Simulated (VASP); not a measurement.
# Sb (R-3m) in VASP: notebook

Runs on Sb. Level: HSE06. Tasks: single point.

All numbers are computed with VASP 6.6.1; they aren't measurements. Logs are shortened: lines on timing, memory, paths and dates and some standing lists are left out, and cuts for length are marked.

**1. The cell of the first run**

The structure is trigonal, space group R-3m (No. 166). Conventional cell: a = 4.308 Å, b = 4.308 Å, c = 11.274 Å, α = 90.00°, β = 90.00°, γ = 120.00°. Within 3.8 Å of Sb (site symmetry 3m) lie 6 Sb at 2.91 to 3.35 Å.

**2. Single point, HSE06**

POSCAR reads:

```
Sb
1.0
    2.1542000000      1.2437279499      3.7580000000
   -2.1542000000      1.2437279499      3.7580000000
    0.0000000000     -2.4874558998      3.7580000000
Sb
2
Direct
    0.7665100000      0.7665100000      0.7665100000
    0.2334900000      0.2334900000      0.2334900000
```

INCAR.step1 reads:

```
PREC     = Accurate       # precision mode
ENCUT    = 520            # plane-wave cutoff, eV
EDIFF    = 1E-5           # SCF threshold, eV
ISMEAR   = -1             # smearing method
SIGMA    = 0.05           # smearing width, eV
LREAL    = False          # projectors in reciprocal space
LASPH    = True           # aspherical terms in the spheres
NELM     = 80             # most SCF steps
ALGO     = Normal         # electronic algorithm
ISIF     = 2              # what is computed and relaxed
LWAVE    = True           # write WAVECAR
LCHARG   = False          # write CHGCAR
NBANDS   = 12             # bands
GGA      = PE             # functional
```

INCAR.step2 reads:

```
PREC     = Accurate       # precision mode
ENCUT    = 520            # plane-wave cutoff, eV
EDIFF    = 1E-6           # SCF threshold, eV
ISMEAR   = -1             # smearing method
SIGMA    = 0.05           # smearing width, eV
LREAL    = False          # projectors in reciprocal space
LASPH    = True           # aspherical terms in the spheres
NELM     = 80             # most SCF steps
ALGO     = Normal         # electronic algorithm
ISIF     = 2              # what is computed and relaxed
LWAVE    = False          # write WAVECAR
LCHARG   = False          # write CHGCAR
GGA      = PE             # functional
LHFCALC  = True           # exact exchange
HFSCREEN = 0.2079         # screening, 1/A
PRECFOCK = Normal       
NBANDS   = 12             # bands
ISTART   = 1
```

KPOINTS reads:

```
Automatic mesh
0
Gamma
  4 4 4
```

Potentials or basis: VASP PAW PBE potentials, release 64 (Sb).

On the command line:

```bash
cat potpaw_PBE.64/Sb/POTCAR > POTCAR
cp INCAR.step1 INCAR
mpirun -np 1 vasp_std > vasp.out
cp INCAR.step2 INCAR
mpirun -np 1 vasp_std > vasp.out
```

OUTCAR:

```text
PREC = Accurate
   ENCUT = 520
   EDIFF = 1E-6
   ISMEAR = -1
   LREAL = False
   LASPH = True
   NELM = 80
   ISIF = 2
   GGA = PE
   LHFCALC = True
   HFSCREEN = 0.2079
   PRECFOCK = Normal
   ISTART = 1

 ion  position               nearest neighbor table
   1  0.767  0.767  0.767-   2 2.91   2 2.91   2 2.91   2 3.35   2 3.35   2 3.35
   2  0.233  0.233  0.233-   1 2.91   1 2.91   1 2.91   1 3.35   1 3.35   1 3.35

  LATTYP: Found a trigonal (rhomboedric) cell.
 ALAT       =     4.5066618304
 COS(alpha) =     0.5430253624

  Lattice vectors:

 A1 = (   2.1542000000,   1.2437279499,   3.7580000000)
 A2 = (  -2.1542000000,   1.2437279499,   3.7580000000)
 A3 = (   0.0000000000,  -2.4874558998,   3.7580000000)

Analysis of symmetry for initial positions (statically):
=====================================================================
 Subroutine PRICEL returns:
 Original cell was already a primitive cell.

 Routine SETGRP: Setting up the symmetry group for a
 trigonal (rhombohedral) supercell.

 Subroutine GETGRP returns: Found 12 space group operations
 (whereof 12 operations were pure point group operations)
 out of a pool of 12 trial point group operations.

The static configuration has the point symmetry D_3d.

Analysis of symmetry for dynamics (positions and initial velocities):
=====================================================================
 Subroutine PRICEL returns:
 Original cell was already a primitive cell.

 Routine SETGRP: Setting up the symmetry group for a
 trigonal (rhombohedral) supercell.

 Subroutine GETGRP returns: Found 12 space group operations
 (whereof 12 operations were pure point group operations)
 out of a pool of 12 trial point group operations.

The dynamic configuration has the point symmetry D_3d.

 Subroutine INISYM returns: Found 12 space group operations
 (whereof 12 operations are pure point group operations),
 and found     1 'primitive' translations

----------------------------------------------------------------------------------------

                                     Primitive cell

  volume of cell :      60.4115

  direct lattice vectors                    reciprocal lattice vectors
     2.154200000  1.243727950  3.758000000     0.232104726  0.134005726  0.088699663
    -2.154200000  1.243727950  3.758000000    -0.232104726  0.134005726  0.088699663
     0.000000000 -2.487455900  3.758000000     0.000000000 -0.268011452  0.088699663
[... 88 lines left out ...]
   EFERMI_NEDOS =   21; number of points for ismear=-14 and -15
   IALGO  =     38    algorithm
   IMIX   =      1    mixing-type and parameters
     AMIX     =   0.40;   BMIX     =  1.00
     AMIX_MAG =   1.60;   BMIX_MAG =  1.00
  volume/ion in A,a.u.               =      30.21       203.84
  Fermi-wavevector in a.u.,A,eV,Ry     =   0.898880  1.698637 10.993305  0.807985
  Thomas-Fermi vector in A             =   2.021644
   LORBIT       =      0    0 simple, 1 ext, 2 COOP (PROOUT), +10 PAW based schemes
   GGA     = PE    functional components
   LHFCALC =     T    Hartree Fock is set to
   PRECFOCK=normal    Normal, Fast or Accurate (Low or Medium for compatibility)
   ENCUT4O =  -1.0   cutoff for four orbital integrals eV
   NKREDX  =     1    reduce k-point grid by
   NKREDY  =     1    reduce k-point grid by
   NKREDZ  =     1    reduce k-point grid by
   AEXX    =    0.2500 exact exchange contribution
   HFSCREEN=    0.2079 screening length (either q_TF or 0.3 A-1)
   HFSCREENC=   0.2079 screening length for correlation (either q_TF or 0.3 A-1)
   ENCUTFOCK=  -1.0 apply spherical cutoff to Coloumb kernel
   IVDW    =     0    specifies the selected vdW correction
   LEPSILON=     F    determine dielectric tensor
   LRPA    =     F    only Hartree local field effects (RPA)
 non-spin polarized calculation
  energy-cutoff  :      520.00
  volume of cell :       60.41
 maximum number of plane-waves:      1636
 NGX is ok and might be reduce to    36
  NGX = 28; NGY = 28; NGZ = 28

 number of electron      10.0000000 magnetization

 Free energy of the ion-electron system (eV)
  ---------------------------------------------------
  ext. energy  EPLUGINS =         0.00000000
  ---------------------------------------------------
  free energy    TOTEN  =       -10.20101120 eV

  energy without entropy =      -10.19981297  energy(sigma->0) =      -10.20041209

 E-fermi :   6.9421     XC(G=0):  -7.9584

 val. band max:        6.8024563284   @ k =   0.5000   0.5000   0.5000
 cond. band min:       7.1188701469   @ k =   0.5000  -0.0000   0.0000
 fundamental gap:      0.3164138185
 Fermi energy:         6.9421364862

 k-point     1 :       0.0000    0.0000    0.0000
  band No.  band energies     occupation
      1      -7.0336      2.00000
      2       1.9589      2.00000
      3       4.6943      2.00000
      4       4.9949      2.00000
      5       4.9949      2.00000
      6       9.5631      0.00000
      7      10.2791      0.00000
      8      10.2791      0.00000
      9      12.6993      0.00000
     10      12.6993      0.00000
     11      12.8825      0.00000
     12      14.3241      0.00000
[... 166 lines left out ...]
 k-point    13 :       0.5000    0.5000    0.5000
  band No.  band energies     occupation
      1      -5.3213      2.00000
      2      -2.9051      2.00000
      3       5.5221      2.00000
      4       5.5221      2.00000
      5       6.8025      1.88466
      6       7.3968      0.00022
      7       7.3968      0.00022
      8       8.3789      0.00000
      9      14.8083      0.00000
     10      16.4401      0.00000
     11      16.4401      0.00000
     12      17.0002      0.00000

------------------------ aborting loop because EDIFF is reached ----------------------------------------

  FORCE on cell =-STRESS in cart. coord.  units (eV):
  Direction    XX          YY          ZZ          XY          YZ          ZX
  --------------------------------------------------------------------------------------
  -------------------------------------------------------------------------------------
  Total       -0.0018220     -0.0018220     -0.2222115      0.0000000      0.0000000      0.0000000
  in kB       -0.0483223     -0.0483223     -5.8932885      0.0000000      0.0000000      0.0000000
  external PRESSURE =      -1.9966444 kB  Pullay stress =       0.0000000 kB

 VOLUME and BASIS-vectors are now :
 -----------------------------------------------------------------------------
  energy-cutoff  :      520.00
  volume of cell :       60.41
      direct lattice vectors                 reciprocal lattice vectors
     2.154200000  1.243727950  3.758000000     0.232104726  0.134005726  0.088699663
    -2.154200000  1.243727950  3.758000000    -0.232104726  0.134005726  0.088699663
     0.000000000 -2.487455900  3.758000000     0.000000000 -0.268011452  0.088699663

 POSITION                                       TOTAL-FORCE (eV/Angst)
 -----------------------------------------------------------------------------------
      0.00000      0.00000      8.64163         0.000000     -0.000000      0.404911
      0.00000      0.00000      2.63237         0.000000      0.000000     -0.404911
 -----------------------------------------------------------------------------------
    total drift:                                0.000000     -0.000000      0.000000

  FREE ENERGIE OF THE ION-ELECTRON SYSTEM (eV)
  ---------------------------------------------------
  free  energy   TOTEN  =       -10.2010111992 eV

  energy  without entropy=      -10.1998129713  energy(sigma->0) =      -10.20041209
```

Wall time 6.2 min (1 thread of Intel Xeon 6975P-C (Granite Rapids), shared host); peak memory 0.3 GiB.

What came out:

```yaml
Free_energy: -10.2010 eV
Pressure: -0.2 GPa
Largest_force: 0.405 eV/Å
```

Forces in eV/Å, atoms in the order of the input:
```
Sb   0.000  0.000  0.405
Sb   0.000  0.000 -0.405
```

Caveat: the k points lie up to 0.44 Å⁻¹ apart; the PAW data sets were made with another functional, which shifts forces and pressure a little; spin-orbit coupling is left out, which moves the levels of the heavy elements.

**3. Single point, HSE06**

This run uses another cell than the first one, of 30.81 Å³/atom.

POSCAR reads:

```
Sb
1.0
    2.1684666409      1.2519647989      3.7828881425
   -2.1684666409      1.2519647989      3.7828881425
    0.0000000000     -2.5039295978      3.7828881425
Sb
2
Direct
    0.7665100000      0.7665100000      0.7665100000
    0.2334900000      0.2334900000      0.2334900000
```

INCAR.step1 reads:

```
SYSTEM = Sb
PREC     = Accurate       ! precision mode
ENCUT    = 520            ! plane-wave cutoff, eV
EDIFF    = 1E-5           ! SCF threshold, eV
ISMEAR   = -1             ! smearing method
SIGMA    = 0.05           ! smearing width, eV
LREAL    = .False.        ! projectors in reciprocal space
LASPH    = .True.         ! aspherical terms in the spheres
NELM     = 60             ! most SCF steps
ALGO     = Normal         ! electronic algorithm
ISIF     = 2              ! what is computed and relaxed
LWAVE    = .True.         ! write WAVECAR
LCHARG   = .False.        ! write CHGCAR
NBANDS   = 12             ! bands
GGA      = PE             ! functional
```

INCAR.step2 reads:

```
SYSTEM = Sb
PREC     = Accurate       ! precision mode
ENCUT    = 520            ! plane-wave cutoff, eV
EDIFF    = 1E-6           ! SCF threshold, eV
ISMEAR   = -1             ! smearing method
SIGMA    = 0.05           ! smearing width, eV
LREAL    = .False.        ! projectors in reciprocal space
LASPH    = .True.         ! aspherical terms in the spheres
NELM     = 60             ! most SCF steps
ALGO     = Normal         ! electronic algorithm
ISIF     = 2              ! what is computed and relaxed
LWAVE    = .False.        ! write WAVECAR
LCHARG   = .False.        ! write CHGCAR
GGA      = PE             ! functional
LHFCALC  = .True.         ! exact exchange
HFSCREEN = 0.2079         ! screening, 1/A
PRECFOCK = Normal       
NBANDS   = 12             ! bands
ISTART   = 1
```

KPOINTS reads:

```
Automatic mesh
0
Gamma
  4 4 4
  0 0 0
```

Potentials or basis: VASP PAW PBE potentials, release 64 (Sb).

On the command line:

```bash
cat potpaw_PBE.64/Sb/POTCAR > POTCAR
cp INCAR.step1 INCAR
mpirun -np 1 vasp_std > vasp.out
cp INCAR.step2 INCAR
mpirun -np 1 vasp_std > vasp.out
```

Wall time 6 min (1 thread of Intel Xeon 6975P-C (Granite Rapids), shared host); peak memory 0.3 GiB.

It converged, with:

- Free energy: -10.1952 eV
- Pressure: -1.3 GPa
- Largest force: 0.508 eV/Å

Forces in eV/Å, atoms in the order of the input:
```
Sb   0.000  0.000  0.508
Sb   0.000  0.000 -0.508
```

Stress tensor (GPa, compression positive):
```
-1.23  0.00  0.00
 0.00 -1.23  0.00
 0.00  0.00 -1.57
```

Levels at points of the mesh, in eV from the Fermi level:
```tsv
k point	band 1	band 2	band 3	band 4	band 5	band 6	band 7	band 8	band 9	band 10
(0.00, 0.00, 0.00)	-13.79	-5.09	-2.18	-1.89	-1.89	2.62	3.31	3.31	5.79	5.79
(0.50, 0.00, 0.00)	-11.23	-10.44	-2.05	-1.91	-0.22	0.18	0.61	0.90	8.43	9.00
(0.50, 0.50, 0.00)	-11.22	-8.63	-5.83	-4.01	-3.90	2.07	5.70	6.30	7.81	9.43
(0.50, 0.50, 0.50)	-12.13	-9.74	-1.37	-1.37	-0.16	0.49	0.49	1.40	7.83	9.47
```

Caveat: the k points lie up to 0.44 Å⁻¹ apart; the PAW data sets were made with another functional, which shifts forces and pressure a little; spin-orbit coupling is left out, which moves the levels of the heavy elements.
